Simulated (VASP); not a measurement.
Wanted: the native input for a VASP 6.6.1 run.

```
Task                   : single point
Functional             : r2SCAN
Potentials or basis    : VASP PAW PBE potentials, release 64 (K_sv, N, Ir, Rb_sv)
Cutoff                 : 520 eV
k mesh                 : 7 × 7 × 7
Occupations            : fermi-dirac, width 0.0184 eV
Spin                   : no spin polarisation
Dipole correction      : no
Further INCAR settings : ALGO = Normal; EDIFF = 1e-06; NBANDS = 44
```

Crystal: KRb2IrN6.

```xyz
10
Lattice="0.0000 4.4050 4.4050 4.4050 0.0000 4.4050 4.4050 4.4050 0.0000" Properties=species:S:1:pos:R:3 pbc="T T T"
K     4.4050    4.4050    4.4050
N     1.9734    4.4050    4.4050
N     4.4050    1.9734    4.4050
N     6.8366    4.4050    4.4050
N     4.4050    6.8366    4.4050
N     4.4050    4.4050    1.9734
N     4.4050    4.4050    6.8366
Ir    0.0000    0.0000    0.0000
Rb    2.2025    2.2025    2.2025
Rb    6.6075    6.6075    6.6075
```

These files were run (other wordings do the same):

POSCAR

```
KRb2IrN6
1.0
    0.0000000000      4.4050050000      4.4050050000
    4.4050050000      0.0000000000      4.4050050000
    4.4050050000      4.4050050000      0.0000000000
K N Ir Rb
1 6 1 2
Direct
    0.5000000000      0.5000000000      0.5000000000
    0.7760000000      0.2240000000      0.2240000000
    0.2240000000      0.7760000000      0.2240000000
    0.2240000000      0.7760000000      0.7760000000
    0.7760000000      0.2240000000      0.7760000000
    0.2240000000      0.2240000000      0.7760000000
    0.7760000000      0.7760000000      0.2240000000
    0.0000000000      0.0000000000      0.0000000000
    0.2500000000      0.2500000000      0.2500000000
    0.7500000000      0.7500000000      0.7500000000
```

INCAR.step1

```
SYSTEM = KRb2IrN6
PREC     = Accurate       ! precision mode
ENCUT    = 520            ! plane-wave cutoff, eV
ISMEAR   = -1             ! smearing method
SIGMA    = 0.0184         ! smearing width, eV
LREAL    = .False.        ! projectors in reciprocal space
LASPH    = .True.         ! aspherical terms in the spheres
NELM     = 60             ! most SCF steps
NBANDS   = 44             ! bands
GGA      = PE             ! functional
ALGO     = Normal         ! electronic algorithm
EDIFF    = 1E-4           ! SCF threshold, eV
LWAVE    = .True.         ! write WAVECAR
LCHARG   = .False.        ! write CHGCAR
```

INCAR.step2

```
SYSTEM = KRb2IrN6
PREC     = Accurate       ! precision mode
ENCUT    = 520            ! plane-wave cutoff, eV
EDIFF    = 1E-6           ! SCF threshold, eV
ISMEAR   = -1             ! smearing method
SIGMA    = 0.0184         ! smearing width, eV
LREAL    = .False.        ! projectors in reciprocal space
LASPH    = .True.         ! aspherical terms in the spheres
NELM     = 60             ! most SCF steps
ALGO     = Normal         ! electronic algorithm
ISIF     = 2              ! what is computed and relaxed
LWAVE    = .False.        ! write WAVECAR
LCHARG   = .False.        ! write CHGCAR
METAGGA  = R2SCAN         ! meta-GGA
LMIXTAU  = .True.       
NBANDS   = 44             ! bands
ISTART   = 1
```

KPOINTS

```
regular mesh
0
Gamma
  7 7 7
  0 0 0
```

Potentials or basis: VASP PAW PBE potentials, release 64 (K_sv, N, Ir, Rb_sv).

Command:

```console
$ cat potpaw_PBE.64/K_sv/POTCAR potpaw_PBE.64/N/POTCAR potpaw_PBE.64/Ir/POTCAR potpaw_PBE.64/Rb_sv/POTCAR > POTCAR
$ cp INCAR.step1 INCAR
$ mpirun -np 1 vasp_std > vasp.out
$ cp INCAR.step2 INCAR
$ mpirun -np 1 vasp_std > vasp.out
```

Results of the run:

```json
{
  "Pressure": "-0.3 GPa",
  "Largest force": "2.837 eV/Å",
  "Band gap on the k mesh": "zero (bands 33 and 34 overlap by 0.34 eV)"
}
```

Caveat: the PAW data sets were made with another functional, which shifts forces and pressure a little; spin-orbit coupling is left out, which moves the levels of the heavy elements.

Wall time 11 min on 1 thread of AMD EPYC 7R13 Processor (Zen 3) (shared host), peak memory 0.42 GiB.
